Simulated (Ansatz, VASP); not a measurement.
**PtS2: VASP beside Ansatz**

INCAR

```
ALGO = Normal
DIPOL = 0.5 0.5 0.403
EDIFF = 1E-7
ENCUT = 520
GGA = PE
IDIPOL = 3
ISIF = 2
ISMEAR = 0
IVDW = 12
LASPH = T
LCHARG = F
LDIPOL = T
LREAL = F
LWAVE = F
NBANDS = 31
NELM = 80
PREC = Accurate
SIGMA = 0.05
```

The input KPOINTS:

```
k-points
0
Gamma
  9 9 1
```

The input POSCAR:

```
PtS2
1.0
    3.5415278079      0.0000000000      0.0000000000
   -1.7707639039      3.0670530498      0.0000000000
    0.0000000000      0.0000000000     22.4670615492
S Pt
4 2
Direct
    0.6666666667      0.3333333333      0.2002932155
    0.3333333333      0.6666666667      0.3108341854
    0.3333333333      0.6666666667      0.4951039436
    0.6666666667      0.3333333333      0.6056449135
    0.0000000000      0.0000000000      0.2555637004
    1.0000000000      1.0000000000      0.5503744286
```

Input for Ansatz:

```yaml
crystal:
  lattice:
    - [3.5415278079, 0.0, 0.0]
    - [-1.7707639039, 3.0670530498, 0.0]
    - [0.0, 0.0, 22.4670615492]
  atoms:
    - { symbol: S, position: [0.6666666667, 0.3333333333, 0.2002932155] }
    - { symbol: Pt, position: [0.0, 0.0, 0.2555637004] }
    - { symbol: S, position: [0.3333333333, 0.6666666667, 0.3108341854] }
    - { symbol: S, position: [0.3333333333, 0.6666666667, 0.4951039436] }
    - { symbol: Pt, position: [1.0, 1.0, 0.5503744286] }
    - { symbol: S, position: [0.6666666667, 0.3333333333, 0.6056449135] }
basis:
  ecutwfc: 420
kpoints:
  mp_grid: { grid: [9, 9, 1] }
hamiltonian:
  xc: pbe
  pseudopotentials: { kind: paw, azcp: { folder: soft_1 } }
  dispersion: d3bj
scf:
  occupations: { method: gaussian, width: 0.05 }
output:
  forces: true
  eigenvalues: true
efield:
  axis: 3
  dipole_correction: true
  ramp_width: 0.04
```

Alike in both runs: task single point; functional PBE; dispersion D3(BJ); k mesh 9 × 9 × 1; occupations gaussian, width 0.05 eV; no spin polarisation.

|  | VASP | Ansatz |
| --- | --- | --- |
| version | VASP 6.6.1 | Ansatz 0.2.0 |
| potentials or method | VASP PAW PBE potentials, release 64 (S, Pt), cutoff 520 eV | scalar-relativistic, plane waves, PAW |
| valence electrons in the cell | 44 | 60 |

```tsv
	VASP	Ansatz	Ansatz less VASP
gap on the k mesh at the Fermi level (eV)	1.66	1.66	-0.005
least direct gap on the mesh (eV)	1.74	1.73	-0.005
rms of the force components (eV/Å)	0.018	0.019	+0.0004
```

VASP's potentials hold 44 valence electrons a cell and Ansatz's 60, so a difference there can come from the potentials and not from the codes.

Neither program's run includes spin-orbit coupling.
